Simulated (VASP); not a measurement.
# Se: relaxation of cell and atoms with PBEsol

Crystal: Se.

```xyz
3
Lattice="4.3724 0.0000 0.0000 -2.1862 3.7867 0.0000 0.0000 0.0000 2.4943" Properties=species:S:1:pos:R:3 pbc="T T T"
Se    0.0000    0.0000    0.0000
Se    0.0000    2.5244    1.2471
Se    2.1862    1.2622    1.2471
```

This isn't the form of Se at room conditions, which is trigonal, of chains.

```json
{
 "Program": "VASP 6.6.1",
 "Task": "relaxation of cell and atoms",
 "Functional": "PBEsol",
 "Potentials or basis": "VASP PAW PBE potentials, release 64 (Se)",
 "Cutoff": "600 eV",
 "k mesh": "8 × 8 × 12",
 "Occupations": "fermi-dirac, width 0.05 eV",
 "Spin": "no spin polarisation",
 "Target pressure": "65 GPa",
 "Dipole correction": "no",
 "Further INCAR settings": "ALGO = Normal; EDIFF = 1e-06; IBRION = 2; EDIFFG = -0.005; NSW = 32; ISIF = 3"
}
```

```json
{"Relaxed volume": "13.80 Å³/atom", "Relaxed cell": "a = 4.376 Å, b = 4.376 Å, c = 2.497 Å, α = 90.00°, β = 90.00°, γ = 120.00°", "Space group after relaxing (to 0.1 Å)": "P6/mmm (No. 191)", "Energy change on relaxing (the run minimises the enthalpy)": "-15.2 meV/atom", "Ionic steps": "3", "Pressure after relaxing": "65.0 GPa", "Band gap on the k mesh": "zero (bands 9 and 10 overlap by 8.78 eV)"}
```

The path:
| step | energy change (eV) | largest force (eV/Å) | pressure (GPa) | volume (Å³) |
| --- | --- | --- | --- | --- |
| 1 | 0.0000 | 0.0000 | 65.90 | 41.30 |
| 2 | -0.1855 | 0.0000 | 62.23 | 41.76 |
| 3 | -0.0455 | 0.0000 | 65.00 | 41.41 |

Final structure:
```
Se
1.0
     4.37605    0.00000    0.00000
    -2.18802    3.78977    0.00000
     0.00000    0.00000    2.49686
Se
3
Direct
  0.00000 0.00000 0.00000
  0.33333 0.66667 0.50000
  0.66667 0.33333 0.50000
```

Levels at points of the mesh, in eV from the Fermi level:
| k point | band 6 | band 7 | band 8 | band 9 | band 10 | band 11 | band 12 | band 13 |
| --- | --- | --- | --- | --- | --- | --- | --- | --- |
| (0.00, 0.00, 0.00) | -7.87 | -7.87 | 1.52 | 4.89 | 4.89 | 6.60 | 6.83 | 6.83 |
| (0.50, 0.00, 0.00) | -3.51 | -1.11 | -0.79 | 0.53 | 3.58 | 3.77 | 5.91 | 6.58 |
| (0.00, 0.00, 0.50) | -5.82 | -5.10 | -5.10 | -2.67 | -2.67 | -1.60 | -1.60 | 2.20 |
| (0.50, 0.00, 0.50) | -7.29 | -6.31 | -3.56 | -0.33 | 0.86 | 1.67 | 2.64 | 6.61 |

Wall time 100 s on 1 thread of Intel Xeon 8259CL (shared host), peak memory 0.19 GiB.

Caveat: the cell is relaxed towards a set pressure, so the run minimises the enthalpy, not the energy; the PAW data sets were made with another functional, which shifts forces and pressure a little.
